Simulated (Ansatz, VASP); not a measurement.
## One calculation of Al3Ru, two programs

```
CELL_PARAMETERS angstrom
2.71998 0.00000 0.00000
-1.35999 2.35557 0.00000
0.00000 0.00000 10.68944
ATOMIC_POSITIONS crystal
Al 0.00000 0.00000 0.23545
Al 0.00000 0.00000 0.76455
Al 0.00000 0.00000 0.50000
Ru 0.00000 0.00000 0.00000
```

Alike in both runs: functional PBE; k mesh 18 × 18 × 6; occupations gaussian, width 0.1 eV; no spin polarisation.

Ansatz relaxed the structure, and its values are those at the end. VASP's run is a single point on that final structure, the one shown.

|  | VASP | Ansatz |
| --- | --- | --- |
| version | VASP 6.6.1 | Ansatz 0.2.0 |
| potentials or method | VASP PAW PBE potentials, release 64 (Al, Ru_pv), cutoff 520 eV | scalar-relativistic, plane waves, PAW |
| valence electrons in the cell | 23 | 25 |

|  | VASP | Ansatz | Ansatz less VASP |
| --- | --- | --- | --- |
| gap on the k mesh at the Fermi level (eV) | none | none | - |
| pressure (GPa) | 0.0 | 0.0 | +0.03 |

A gap of «none» marks a metal or a gap that the smearing closes. The functional is the same, so the differences come from potentials, cutoffs and numerics. VASP's potentials hold 23 valence electrons a cell and Ansatz's 25, so a difference there can come from the potentials and not from the codes.
